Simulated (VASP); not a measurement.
# ZnCu in VASP: settings compared

The runs below take ZnCu through single point, with LDA, PBE.

All numbers are computed with VASP 6.6.1; they aren't measurements. Logs are shortened: lines on timing, memory, paths and dates and some standing lists are left out, and cuts for length are marked.

**1. The cell of the first run**

Symmetry: Pm-3m, No. 221, cubic system. Conventional cell: a = 3.083 Å, b = 3.083 Å, c = 3.083 Å, α = 90.00°, β = 90.00°, γ = 90.00°. Zn (site symmetry m-3m) has 8 Cu at 2.67 Å and 6 Zn at 3.08 Å within 3.5 Å. Within 3.5 Å of Cu (site symmetry m-3m) lie 8 Zn at 2.67 Å and 6 Cu at 3.08 Å.

**2. Single point, LDA (functional LDA, strained)**

The input, INCAR:

```
SYSTEM = ZnCu
  PREC = Accurate
  ENCUT = 520
  EDIFF = 1E-6
  ISMEAR = 0
  SIGMA = 0.1
  LREAL = .FALSE.
  LASPH = .TRUE.
  NELM = 100
  ALGO = Normal
  ISIF = 2
  LWAVE = .FALSE.
  LCHARG = .FALSE.
  NBANDS = 18
```

The input, KPOINTS:

```
Automatic mesh
0
G
  14 14 14
  0 0 0
```

The input, POSCAR:

```
ZnCu
1.0
    3.0829143500      0.0000000000      0.0000000000
    0.0000000000      3.0829143500      0.0000000000
    0.0000000000      0.0000000000      3.0829143500
Zn Cu
1 1
Direct
    0.5000000000      0.5000000000      0.5000000000
    0.0000000000      0.0000000000      0.0000000000
```

Potentials or basis: VASP PAW LDA potentials, release 64 (Zn, Cu).

Launch:

```
$ cat potpaw_LDA.64/Zn/POTCAR potpaw_LDA.64/Cu/POTCAR > POTCAR
$ mpirun -np 1 vasp_std > vasp.out
```

OUTCAR:

```text
SYSTEM = ZnCu
   PREC = Accurate
   ENCUT = 520
   EDIFF = 1E-6
   ISMEAR = 0
   LREAL = .FALSE.
   LASPH = .TRUE.
   NELM = 100
   ISIF = 2

 ion  position               nearest neighbor table
   1  0.500  0.500  0.500-   2 2.67   2 2.67   2 2.67   2 2.67   2 2.67   2 2.67   2 2.67   2 2.67

   2  0.000  0.000  0.000-   1 2.67   1 2.67   1 2.67   1 2.67   1 2.67   1 2.67   1 2.67   1 2.67

  LATTYP: Found a simple cubic cell.
 ALAT       =     3.0829143500

  Lattice vectors:

 A1 = (   3.0829143500,   0.0000000000,   0.0000000000)
 A2 = (   0.0000000000,   3.0829143500,   0.0000000000)
 A3 = (   0.0000000000,   0.0000000000,   3.0829143500)

Analysis of symmetry for initial positions (statically):
=====================================================================
 Subroutine PRICEL returns:
 Original cell was already a primitive cell.

 Routine SETGRP: Setting up the symmetry group for a
 simple cubic supercell.

 Subroutine GETGRP returns: Found 48 space group operations
 (whereof 48 operations were pure point group operations)
 out of a pool of 48 trial point group operations.

The static configuration has the point symmetry O_h .

Analysis of symmetry for dynamics (positions and initial velocities):
=====================================================================
 Subroutine PRICEL returns:
 Original cell was already a primitive cell.

 Routine SETGRP: Setting up the symmetry group for a
 simple cubic supercell.

 Subroutine GETGRP returns: Found 48 space group operations
 (whereof 48 operations were pure point group operations)
 out of a pool of 48 trial point group operations.

The dynamic configuration has the point symmetry O_h .

 Subroutine INISYM returns: Found 48 space group operations
 (whereof 48 operations are pure point group operations),
 and found     1 'primitive' translations

----------------------------------------------------------------------------------------

                                     Primitive cell

  volume of cell :      29.3011

  direct lattice vectors                    reciprocal lattice vectors
     3.082914350  0.000000000  0.000000000     0.324368402  0.000000000  0.000000000
     0.000000000  3.082914350  0.000000000     0.000000000  0.324368402  0.000000000
     0.000000000  0.000000000  3.082914350     0.000000000  0.000000000  0.324368402

  length of vectors
     3.082914350  3.082914350  3.082914350     0.324368402  0.324368402  0.324368402

  position of ions in fractional coordinates (direct lattice)
     0.500000000  0.500000000  0.500000000
     0.000000000  0.000000000  0.000000000

  ion indices of the primitive-cell ions
   primitive index   ion index
                 1           1
                 2           2

----------------------------------------------------------------------------------------

 KPOINTS: Automatic mesh

Automatic generation of k-mesh.
 Grid dimensions read from file:
 generate k-points for:   14   14   14

 Generating k-lattice:

  Cartesian coordinates                     Fractional coordinates (reciprocal lattice)
     0.023169172  0.000000000  0.000000000     0.071428571  0.000000000  0.000000000
     0.000000000  0.023169172  0.000000000     0.000000000  0.071428571  0.000000000
     0.000000000  0.000000000  0.023169172     0.000000000  0.000000000  0.071428571

  Length of vectors
     0.023169172  0.023169172  0.023169172

  Shift w.r.t. Gamma in fractional coordinates (k-lattice)
     0.000000000  0.000000000  0.000000000

 Subroutine IBZKPT returns following result:
 ===========================================

 Found    120 irreducible k-points:

 Following reciprocal coordinates:
            Coordinates               Weight
  0.000000  0.000000  0.000000      1.000000
  0.071429  0.000000  0.000000      6.000000
  0.142857  0.000000  0.000000      6.000000
  0.214286  0.000000  0.000000      6.000000
  0.285714  0.000000  0.000000      6.000000
  0.357143  0.000000  0.000000      6.000000
[... 16 lines left out ...]
  0.285714  0.214286  0.000000     24.000000
  0.357143  0.214286  0.000000     24.000000
 [... further k-points ...]
   k-points           NKPTS =    120   k-points in BZ     NKDIM =    120   number of bands    NBANDS=     18
   number of dos      NEDOS =    301   number of ions     NIONS =      2
   total plane-waves  NPLWV =  13824
   dimension x,y,z NGX =    24 NGY =   24 NGZ =   24
   dimension x,y,z NGXF=    48 NGYF=   48 NGZF=   48
   ions per type =               1   1
   NGX,Y,Z   is equivalent  to a cutoff of  12.94, 12.94, 12.94 a.u.
   NGXF,Y,Z  is equivalent  to a cutoff of  25.88, 25.88, 25.88 a.u.
 SYSTEM =  ZnCu
   PREC   = accura    normal or accurate (medium, high low for compatibility)
   ISTART =      0    job   : 0-new  1-cont  2-samecut
   ICHARG =      2    charge: 1-file 2-atom 10-const
   ISPIN  =      1    spin polarized calculation?
   LNONCOLLINEAR =      F non collinear calculations
   LSORBIT =      F    spin-orbit coupling
   LASPH  =      T    aspherical Exc in radial PAW
   ENCUT  =  520.0 eV  38.22 Ry    6.18 a.u.   5.73  5.73  5.73*2*pi/ulx,y,z
   NELM   =    100;   NELMIN=  2; NELMDL= -5     # of ELM steps
   EDIFF  = 0.1E-05   stopping-criterion for ELM
   LREAL  =      F    real-space projection
   EDIFFG = 0.1E-04   stopping-criterion for IOM
   NSW    =      0    number of steps for IOM
   IBRION =     -1    ionic relax: 0-MD 1-quasi-New 2-CG
   NFREE  =      0    steps in history (QN), initial steepest desc. (CG)
   ISIF   =      2    stress and relaxation
   ISYM   =      2    0-nonsym 1-usesym 2-fastsym
   POTIM  = 0.5000    time-step for ionic-motion
   TEBEG  =    0.0;   TEEND  =   0.0 temperature during run
   PSTRESS=    0.0 pullay stress
   NELECT =      23.0000    total number of electrons
   NUPDOWN=      -1.0000    fix difference up-down
   EMIN   =  10.00;   EMAX   =-10.00  energy-range for DOS
   EFERMI =   0.00;   METHOD = LEGACY
   ISMEAR =     0;   SIGMA  =   0.10  broadening in eV -4-tet -1-fermi 0-gaus
   EFERMI_NEDOS =   21; number of points for ismear=-14 and -15
   IALGO  =     38    algorithm
   IMIX   =      4    mixing-type and parameters
     AMIX     =   0.40;   BMIX     =  1.00
     AMIX_MAG =   1.60;   BMIX_MAG =  1.00
  volume/ion in A,a.u.               =      14.65        98.87
  Fermi-wavevector in a.u.,A,eV,Ry     =   1.510159  2.853787 31.029174  2.280580
  Thomas-Fermi vector in A             =   2.620386
   LORBIT       =      0    0 simple, 1 ext, 2 COOP (PROOUT), +10 PAW based schemes
   GGA     = CA    functional components
   LHFCALC =     F    Hartree Fock is set to
   AEXX    =    0.0000 exact exchange contribution
   IVDW    =     0    specifies the selected vdW correction
   LEPSILON=     F    determine dielectric tensor
   LRPA    =     F    only Hartree local field effects (RPA)
 non-spin polarized calculation
 Gauss-broadening in eV      SIGMA  =   0.10
  energy-cutoff  :      520.00
  volume of cell :       29.30
 maximum number of plane-waves:       840
 NGX is ok and might be reduce to    24
   NGX = 11   NGY = 11   NGZ = 11

 number of electron      22.9999942 magnetization

 Free energy of the ion-electron system (eV)
  ---------------------------------------------------
  ext. energy  EPLUGINS =         0.00000000
  ---------------------------------------------------
  free energy    TOTEN  =        -6.39857177 eV

  energy without entropy =       -6.39606922  energy(sigma->0) =       -6.39732050

 E-fermi :   4.0666     XC(G=0): -12.0031

 val. band max:        3.9808287894   @ k =   0.3571   0.3571   0.0714
 cond. band min:       4.0764569204   @ k =   0.4286   0.3571   0.2143
 fundamental gap:      0.0956281310
 Fermi energy:         4.0665783412

 k-point     1 :       0.0000    0.0000    0.0000
  band No.  band energies     occupation
      1      -5.2605      2.00000
      2      -3.4557      2.00000
      3      -3.4557      2.00000
      4      -2.9648      2.00000
      5      -2.9648      2.00000
      6      -2.9648      2.00000
[... 10 lines left out ...]
     17      14.6296      0.00000
     18      25.6785      0.00000

 k-point     2 :       0.0714    0.0000    0.0000
  band No.  band energies     occupation
      1      -5.1767      2.00000
      2      -3.4490      2.00000
      3      -3.4402      2.00000
      4      -2.9713      2.00000
      5      -2.9713      2.00000
      6      -2.9622      2.00000
[... 10 lines left out ...]
     17      15.4864      0.00000
     18      24.7109      0.00000

 k-point     3 :       0.1429    0.0000    0.0000
  band No.  band energies     occupation
      1      -4.9284      2.00000
      2      -3.4301      2.00000
      3      -3.3941      2.00000
      4      -2.9895      2.00000
      5      -2.9895      2.00000
      6      -2.9547      2.00000
[... 10 lines left out ...]
     17      17.5243      0.00000
     18      22.9231      0.00000

 k-point     4 :       0.2143    0.0000    0.0000
  band No.  band energies     occupation
      1      -4.5282      2.00000
      2      -3.4026      2.00000
      3      -3.3147      2.00000
      4      -3.0157      2.00000
      5      -3.0157      2.00000
      6      -2.9440      2.00000
[... 375 lines left out ...]
      4      -3.0331      2.00000
      5      -2.9902      2.00000
      6      -2.9787      2.00000
[... 10 lines left out ...]
     17      20.4407      0.00000
     18      20.6372      0.00000

 k-point    23 :       0.2857    0.2143    0.0000
  band No.  band energies     occupation
      1      -3.5972      2.00000
      2      -3.3148      2.00000
      3      -3.1622      2.00000
      4      -3.0587      2.00000
      5      -3.0004      2.00000
      6      -2.7469      2.00000
[... 10 lines left out ...]
     17      19.6698      0.00000
     18      20.5184      0.00000

 k-point    24 :       0.3571    0.2143    0.0000
  band No.  band energies     occupation
      1      -3.4454      2.00000
      2      -3.3166      2.00000
      3      -3.1263      2.00000
      4      -3.0870      2.00000
      5      -3.0043      2.00000
      6      -2.1807      2.00000
[... 10 lines left out ...]
     17      18.2831      0.00000
     18      19.4793      0.00000

 [... further k-points ...]

------------------------ aborting loop because EDIFF is reached ----------------------------------------

  FORCE on cell =-STRESS in cart. coord.  units (eV):
  Direction    XX          YY          ZZ          XY          YZ          ZX
  --------------------------------------------------------------------------------------
  -------------------------------------------------------------------------------------
  Total       -3.4363212     -3.4363212     -3.4363212     -0.0000000     -0.0000000      0.0000000
  in kB     -187.8970483   -187.8970483   -187.8970483     -0.0000000     -0.0000000      0.0000000
  external PRESSURE =    -187.8970483 kB  Pullay stress =       0.0000000 kB

 VOLUME and BASIS-vectors are now :
 -----------------------------------------------------------------------------
  energy-cutoff  :      520.00
  volume of cell :       29.30
      direct lattice vectors                 reciprocal lattice vectors
     3.082914350  0.000000000  0.000000000     0.324368402  0.000000000  0.000000000
     0.000000000  3.082914350  0.000000000     0.000000000  0.324368402  0.000000000
     0.000000000  0.000000000  3.082914350     0.000000000  0.000000000  0.324368402

 POSITION                                       TOTAL-FORCE (eV/Angst)
 -----------------------------------------------------------------------------------
      1.54146      1.54146      1.54146         0.000000      0.000000      0.000000
      0.00000      0.00000      0.00000         0.000000      0.000000      0.000000
 -----------------------------------------------------------------------------------
    total drift:                                0.000000      0.000000     -0.000000

  FREE ENERGIE OF THE ION-ELECTRON SYSTEM (eV)
  ---------------------------------------------------
  free  energy   TOTEN  =        -6.3985717713 eV

  energy  without entropy=       -6.3960692209  energy(sigma->0) =       -6.39732050
```

Run time: 47 s. Hardware: 1 thread of Intel Xeon Platinum 8375C at 2.90GHz (Ice Lake), shared host; peak memory 0.18 GiB.

Results:

```
Free energy : -6.3986 eV
Pressure    : -18.8 GPa
```

Caveat: the cell differs from its parent crystal (functional LDA, strained).

**3. Single point, PBE (strained)**

The input, INCAR:

```
SYSTEM = ZnCu
  ALGO = Fast
  EDIFF = 1E-7
  ENCUT = 520
  GGA = PE
  ISIF = 2
  ISMEAR = 0
  LASPH = .True.
  LCHARG = .True.
  LELF = .True.
  LREAL = .False.
  LVHAR = .True.
  LWAVE = .False.
  NBANDS = 18
  NELM = 100
  PREC = Accurate
  SIGMA = 0.1
```

The input, KPOINTS:

```
k-points
0
Gamma
  12 12 12
  0 0 0
```

The input, POSCAR:

```
ZnCu
1.0
    2.9512434000     -0.0589000000     -0.0589000000
   -0.0589000000      2.9512434000      0.0589000000
   -0.0589000000      0.0589000000      2.9512434000
Zn Cu
1 1
Direct
    0.5000000000      0.5000000000      0.5000000000
    0.0000000000      0.0000000000      0.0000000000
```

Potentials or basis: VASP PAW PBE potentials, release 64 (Zn, Cu).

Launch:

```
$ cat potpaw_PBE.64/Zn/POTCAR potpaw_PBE.64/Cu/POTCAR > POTCAR
$ mpirun -np 1 vasp_std > vasp.out
```

It took 1.9 min on 1 thread of Intel Xeon Platinum 8375C at 2.90GHz (Ice Lake), shared host; peak memory 0.2 GiB.

Results (log left out):

* Free energy: -4.9752 eV
* Pressure: 2.7 GPa

Stress tensor (GPa, compression positive):
```
 2.73  3.08  3.08
 3.08  2.73 -3.08
 3.08 -3.08  2.73
```

Levels at points of the mesh, in eV from the Fermi level:
```
           k point  band 8  band 9  band 10  band 11  band 12  band 13  band 14  band 15
(0.00, 0.00, 0.00)   -3.56   -2.73    -2.73    -2.73     6.10     6.10     6.52    11.25
(0.50, 0.00, 0.00)   -3.68   -3.31    -3.23    -2.81    -2.01    11.52    11.60    11.99
(0.50, 0.50, 0.00)   -2.88   -2.87    -2.50    -2.11    -1.60     1.49     2.37    13.13
(0.50, 0.50, 0.50)   -4.25   -2.48    -2.48     3.05     3.79     4.60     4.63     4.63
```

Caveat: the cell differs from its parent crystal (strained).

**4. Single point, PBE (strained)**

The input, INCAR:

```
ALGO = Fast
EDIFF = 1E-6
ENCUT = 520
GGA = PE
ISIF = 2
ISMEAR = 0
LASPH = True
LCHARG = False
LREAL = False
LWAVE = False
NBANDS = 18
NELM = 60
PREC = Accurate
SIGMA = 0.1
```

The input, KPOINTS:

```
k-points
0
Gamma
  12 12 12
```

The input, POSCAR:

```
ZnCu
1.0
    3.0292859000      0.0000000000      0.0000000000
    0.0000000000      3.0292859000      0.0000000000
    0.0000000000      0.0000000000      2.9409359000
Zn Cu
1 1
Direct
    0.5000000000      0.5000000000      0.5000000000
    0.0000000000      0.0000000000      0.0000000000
```

Launch:

```
$ cat potpaw_PBE.64/Zn/POTCAR potpaw_PBE.64/Cu/POTCAR > POTCAR
$ mpirun -np 1 vasp_std > vasp.out
```

Wall time 1.8 min (1 thread of Intel Xeon Platinum 8375C at 2.90GHz (Ice Lake), shared host); peak memory 0.22 GiB.

Results (log left out):

| Property | Result |
| --- | --- |
| Free energy | -5.0027 eV |
| Pressure | -2.7 GPa |

Stress tensor (GPa, compression positive):
```
-2.80  0.00  0.00
 0.00 -2.80  0.00
 0.00  0.00 -2.46
```

Levels at points of the mesh, in eV from the Fermi level:
```
           k point  band 8  band 9  band 10  band 11  band 12  band 13  band 14  band 15  band 16  band 17
(0.00, 0.00, 0.00)   -3.36   -2.61    -2.58    -2.58     5.76     5.76     6.77    10.71    10.80    11.91
(0.50, 0.00, 0.00)   -3.47   -3.11    -3.02    -2.64    -1.98    10.89    11.53    11.81    12.52    12.95
(0.50, 0.50, 0.00)   -2.71   -2.71    -2.40    -1.79    -1.79     1.39     1.74    13.89    15.65    15.65
(0.00, 0.00, 0.50)   -3.43   -3.12    -3.12    -2.68    -1.79    11.18    11.18    11.80    11.80    13.04
(0.50, 0.00, 0.50)   -2.76   -2.74    -2.35    -1.63    -1.58     1.66     2.06    13.17    14.86    14.89
(0.50, 0.50, 0.50)   -3.99   -2.38    -2.33     3.52     4.18     4.23     4.31     4.31     4.48     4.48
```

Caveat: the cell differs from its parent crystal (strained).

**5. Overview**

| level | potentials or basis | cell | k mesh | gap on the mesh (eV) | pressure (GPa) |
| --- | --- | --- | --- | --- | --- |
| LDA | VASP PAW LDA potentials, release 64 (Zn, Cu) | a = 3.083 Å, 2 atoms | 14 × 14 × 14 | none | -18.8 |
| PBE | VASP PAW PBE potentials, release 64 (Zn, Cu) | a = 2.952 Å, angles 87.7, 92.3, 92.3°, 2 atoms | 12 × 12 × 12 | none | 2.7 |
| PBE | VASP PAW PBE potentials, release 64 (Zn, Cu) | a = 3.029, b = 3.029, c = 2.941 Å, 2 atoms | 12 × 12 × 12 | none | -2.7 |

Alike in all rows: task single point; no spin polarisation; cutoff (eV) 520; smearing gaussian 0.1 eV.

Absolute energies hang on the potentials; compare differences alone.
